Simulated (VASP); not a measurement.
# Ta (I4/mmm) in VASP: notebook

The runs below take Ta through single point, with PBE.

Everything below comes from runs of VASP 6.6.1. Logs are shortened: lines on timing, memory, paths and dates and some standing lists are left out, and cuts for length are marked.

### Step 1. The cell of the first run

Symmetry: I4/mmm, No. 139, tetragonal system. Conventional cell: a = 3.319 Å, b = 3.319 Å, c = 3.452 Å, α = 90.00°, β = 90.00°, γ = 90.00°. Ta (site symmetry 4/mmm) has 14 Ta at 2.91 to 3.45 Å within 3.8 Å.

### Step 2. Single point, PBE (strain along c alone, the other axes held: +4.0 %)

File INCAR:

```
SYSTEM = Ta
PREC = Accurate
ENCUT = 520
EDIFF = 1E-6
ISMEAR = 0
SIGMA = 0.1
LREAL = .False.
LASPH = .True.
NELM = 60
ALGO = Fast
ISIF = 2
LWAVE = .False.
LCHARG = .True.
GGA = PE
LELF = .True.
LVHAR = .True.
NBANDS = 18
```

File KPOINTS:

```
regular mesh
0
Gamma
  16 16 16
  0 0 0
```

File POSCAR:

```
Ta
1.0
    3.3190623908      0.0000000000      0.0000000000
    0.0000000000      3.3190623908      0.0000000000
    0.0000000000      0.0000000000      3.4518248864
Ta
2
Direct
    0.0000000000      0.0000000000      0.0000000000
    0.5000000000      0.5000000000      0.5000000000
```

Potentials or basis: VASP PAW PBE potentials, release 64 (Ta_pv).

Launch:

```bash
$ cat potpaw_PBE.64/Ta_pv/POTCAR > POTCAR
$ mpirun -np 1 vasp_std > vasp.out
```

OUTCAR:

```text
SYSTEM = Ta
   PREC = Accurate
   ENCUT = 520
   EDIFF = 1E-6
   ISMEAR = 0
   LREAL = .False.
   LASPH = .True.
   NELM = 60
   ISIF = 2
   GGA = PE

 ion  position               nearest neighbor table
   1  0.000  0.000  0.000-   2 2.91   2 2.91   2 2.91   2 2.91   2 2.91   2 2.91   2 2.91   2 2.91

   2  0.500  0.500  0.500-   1 2.91   1 2.91   1 2.91   1 2.91   1 2.91   1 2.91   1 2.91   1 2.91

  LATTYP: Found a simple tetragonal cell.
 ALAT       =     3.3190623908
 C/A-ratio  =     1.0400000000

  Lattice vectors:

 A1 = (   3.3190623908,   0.0000000000,   0.0000000000)
 A2 = (   0.0000000000,   3.3190623908,   0.0000000000)
 A3 = (   0.0000000000,   0.0000000000,   3.4518248864)

Analysis of symmetry for initial positions (statically):
=====================================================================
 Subroutine PRICEL returns following result:

  LATTYP: Found a body centered tetragonal cell.
 ALAT       =     3.3190623908
 C/A-ratio  =     1.0400000000

  Lattice vectors:

 A1 = (  -1.6595311954,  -1.6595311954,  -1.7259124432)
 A2 = (   1.6595311954,   1.6595311954,  -1.7259124432)
 A3 = (   1.6595311954,  -1.6595311954,   1.7259124432)

   2 primitive cells build up your supercell.

 Routine SETGRP: Setting up the symmetry group for a
 simple tetragonal supercell.

 Subroutine GETGRP returns: Found 16 space group operations
 (whereof 16 operations were pure point group operations)
 out of a pool of 16 trial point group operations.

The static configuration has the point symmetry D_4h.

Analysis of symmetry for dynamics (positions and initial velocities):
=====================================================================
 Subroutine PRICEL returns following result:

  LATTYP: Found a body centered tetragonal cell.
 ALAT       =     3.3190623908
 C/A-ratio  =     1.0400000000

  Lattice vectors:

 A1 = (  -1.6595311954,  -1.6595311954,  -1.7259124432)
 A2 = (   1.6595311954,   1.6595311954,  -1.7259124432)
 A3 = (   1.6595311954,  -1.6595311954,   1.7259124432)

   2 primitive cells build up your supercell.

 Routine SETGRP: Setting up the symmetry group for a
 simple tetragonal supercell.

 Subroutine GETGRP returns: Found 16 space group operations
 (whereof 16 operations were pure point group operations)
 out of a pool of 16 trial point group operations.

The dynamic configuration has the point symmetry D_4h.

 Subroutine INISYM returns: Found 16 space group operations
[... 93 lines left out ...]
   ENCUT  =  520.0 eV  38.22 Ry    6.18 a.u.   6.17  6.17  6.42*2*pi/ulx,y,z
   NELM   =     60;   NELMIN=  2; NELMDL= -5     # of ELM steps
   EDIFF  = 0.1E-05   stopping-criterion for ELM
   LREAL  =      F    real-space projection
   EDIFFG = 0.1E-04   stopping-criterion for IOM
   NSW    =      0    number of steps for IOM
   IBRION =     -1    ionic relax: 0-MD 1-quasi-New 2-CG
   NFREE  =      0    steps in history (QN), initial steepest desc. (CG)
   ISIF   =      2    stress and relaxation
   ISYM   =      2    0-nonsym 1-usesym 2-fastsym
   POTIM  = 0.5000    time-step for ionic-motion
   TEBEG  =    0.0;   TEEND  =   0.0 temperature during run
   PSTRESS=    0.0 pullay stress
   NELECT =      22.0000    total number of electrons
   NUPDOWN=      -1.0000    fix difference up-down
   EMIN   =  10.00;   EMAX   =-10.00  energy-range for DOS
   EFERMI =   0.00;   METHOD = LEGACY
   ISMEAR =     0;   SIGMA  =   0.10  broadening in eV -4-tet -1-fermi 0-gaus
   EFERMI_NEDOS =   21; number of points for ismear=-14 and -15
   IALGO  =     68    algorithm
   IMIX   =      4    mixing-type and parameters
     AMIX     =   0.40;   BMIX     =  1.00
     AMIX_MAG =   1.60;   BMIX_MAG =  1.00
  volume/ion in A,a.u.               =      19.01       128.31
  Fermi-wavevector in a.u.,A,eV,Ry     =   1.364130  2.577833 25.318422  1.860852
  Thomas-Fermi vector in A             =   2.490473
   LORBIT       =      0    0 simple, 1 ext, 2 COOP (PROOUT), +10 PAW based schemes
   GGA     = PE    functional components
   LHFCALC =     F    Hartree Fock is set to
   AEXX    =    0.0000 exact exchange contribution
   IVDW    =     0    specifies the selected vdW correction
   LEPSILON=     F    determine dielectric tensor
   LRPA    =     F    only Hartree local field effects (RPA)
 non-spin polarized calculation
 RMM-DIIS sequential band-by-band and
 Gauss-broadening in eV      SIGMA  =   0.10
  energy-cutoff  :      520.00
  volume of cell :       38.03
 maximum number of plane-waves:      1048
 NGX is ok and might be reduce to    28
   NGX = 13   NGY = 13   NGZ = 13

 number of electron      21.9999999 magnetization

 Free energy of the ion-electron system (eV)
  ---------------------------------------------------
  ext. energy  EPLUGINS =         0.00000000
  ---------------------------------------------------
  free energy    TOTEN  =       -23.58844315 eV

  energy without entropy =      -23.57391204  energy(sigma->0) =      -23.58117760

 E-fermi :   5.0566     XC(G=0): -12.3446

 val. band max:        5.0563094024   @ k =   0.3750   0.1250   0.0625
 cond. band min:       5.0586633282   @ k =   0.3125   0.2500   0.0625
 fundamental gap:      0.0023539258
 Fermi energy:         5.0566436532

 k-point     1 :       0.0000    0.0000    0.0000
  band No.  band energies     occupation
      1     -28.9768      2.00000
      2     -28.8940      2.00000
      3     -28.8940      2.00000
      4     -28.2388      2.00000
      5     -28.2326      2.00000
      6     -28.2326      2.00000
[... 481 lines left out ...]
      5     -28.4674      2.00000
      6     -28.4674      2.00000
[... 10 lines left out ...]
     17      10.1100      0.00000
     18      10.1100      0.00000

 [... further k-points ...]

------------------------ aborting loop because EDIFF is reached ----------------------------------------

  FORCE on cell =-STRESS in cart. coord.  units (eV):
  Direction    XX          YY          ZZ          XY          YZ          ZX
  --------------------------------------------------------------------------------------
  -------------------------------------------------------------------------------------
  Total       -1.3505671     -1.3505671     -2.1614214      0.0000000      0.0000000      0.0000000
  in kB      -56.9045709    -56.9045709    -91.0689739      0.0000000      0.0000000      0.0000000
  external PRESSURE =     -68.2927053 kB  Pullay stress =       0.0000000 kB

 VOLUME and BASIS-vectors are now :
 -----------------------------------------------------------------------------
  energy-cutoff  :      520.00
  volume of cell :       38.03
      direct lattice vectors                 reciprocal lattice vectors
     3.319062391  0.000000000  0.000000000     0.301289907  0.000000000  0.000000000
     0.000000000  3.319062391  0.000000000     0.000000000  0.301289907  0.000000000
     0.000000000  0.000000000  3.451824886     0.000000000  0.000000000  0.289701834

 POSITION                                       TOTAL-FORCE (eV/Angst)
 -----------------------------------------------------------------------------------
      0.00000      0.00000      0.00000        -0.000000     -0.000000     -0.000000
      1.65953      1.65953      1.72591         0.000000      0.000000      0.000000
 -----------------------------------------------------------------------------------
    total drift:                                0.000000      0.000000      0.000000

  FREE ENERGIE OF THE ION-ELECTRON SYSTEM (eV)
  ---------------------------------------------------
  free  energy   TOTEN  =       -23.5884431525 eV

  energy  without entropy=      -23.5739120431  energy(sigma->0) =      -23.58117760
```

stdout:

```text
POSCAR found type information on POSCAR Ta
 POSCAR found :  1 types and       2 ions
 scaLAPACK will be used
 LDA part: xc-table for (Slater+PW92), standard interpolation
 POSCAR, INCAR and KPOINTS ok, starting setup
 FFT: planning ... GRIDC
 FFT: planning ... GRID_SOFT
 FFT: planning ... GRID
 WAVECAR not read
 entering main loop
```

Wall time 2.6 min (1 thread of Intel Xeon 6975P-C (Granite Rapids), shared host); peak memory 0.33 GiB.

Results:

```
Free energy            : -23.5884 eV
Pressure               : -6.8 GPa
Band gap on the k mesh : zero (band 11 reaches 6.60 eV, above the bottom of band 12 at 3.93 eV)
```

Caveat: the cell differs from its parent crystal (strain along c alone, the other axes held: +4.0 %); spin-orbit coupling is left out, which moves the levels of the heavy elements.

### Step 3. Single point, PBE (strain along c alone, the other axes held: +6.0 %)

File INCAR:

```
SYSTEM = Ta
PREC = Accurate ; ENCUT = 520
EDIFF = 1E-7 ; ISMEAR = 0
SIGMA = 0.1 ; LREAL = .FALSE.
LASPH = .TRUE. ; NELM = 80
ALGO = Fast ; ISIF = 2
LWAVE = .FALSE. ; LCHARG = .FALSE.
GGA = PE ; NBANDS = 18
```

File KPOINTS:

```
regular mesh
0
G
  16 16 16
  0 0 0
```

POSCAR: that of step 2 with these lines changed.

```diff
@@ -4,3 +4,3 @@
     0.0000000000      3.3190623908      0.0000000000
-    0.0000000000      0.0000000000      3.4518248864
+    0.0000000000      0.0000000000      3.5182061342
 Ta
```

Potentials or basis: VASP PAW PBE potentials, release 64 (Ta_pv).

Launch:

```bash
$ cat potpaw_PBE.64/Ta_pv/POTCAR > POTCAR
$ mpirun -np 1 vasp_std > vasp.out
```

It took 2.7 min on 1 thread of Intel Xeon 6975P-C (Granite Rapids), shared host; peak memory 0.33 GiB.

The run converged. Its results:

```yaml
Free_energy: -23.5378 eV
Pressure: -9.8 GPa
Band_gap_on_the_k_mesh: zero (band 11 reaches 6.46 eV, above the bottom of band 12 at 3.83 eV)
```

Stress tensor (GPa, compression positive):
```
 -8.16   0.00   0.00
  0.00  -8.16   0.00
  0.00   0.00 -13.10
```

Levels at points of the mesh, in eV from the Fermi level:
```
           k point  band 7  band 8  band 9  band 10  band 11  band 12  band 13  band 14  band 15  band 16
(0.00, 0.00, 0.00)   -7.64   -3.48   -3.32     0.53     0.53     1.18     3.26     4.13     6.10     6.32
(0.50, 0.00, 0.00)   -3.56   -3.56   -0.68    -0.68     0.78     0.78     1.32     1.32     2.89     2.89
(0.50, 0.50, 0.00)   -4.04   -4.04   -1.79    -1.79     1.54     1.54     4.16     4.16     4.82     4.82
(0.00, 0.00, 0.50)   -3.92   -3.92   -0.86    -0.86     1.44     1.44     1.44     1.44     3.21     3.21
(0.50, 0.00, 0.50)   -4.09   -4.09   -1.11    -1.11     1.16     1.16     3.11     3.11     4.56     4.56
(0.50, 0.50, 0.50)   -1.38   -1.38   -1.09    -1.09    -1.09    -1.09     4.26     4.26     4.92     4.92
```

Caveat: the cell differs from its parent crystal (strain along c alone, the other axes held: +6.0 %); spin-orbit coupling is left out, which moves the levels of the heavy elements.
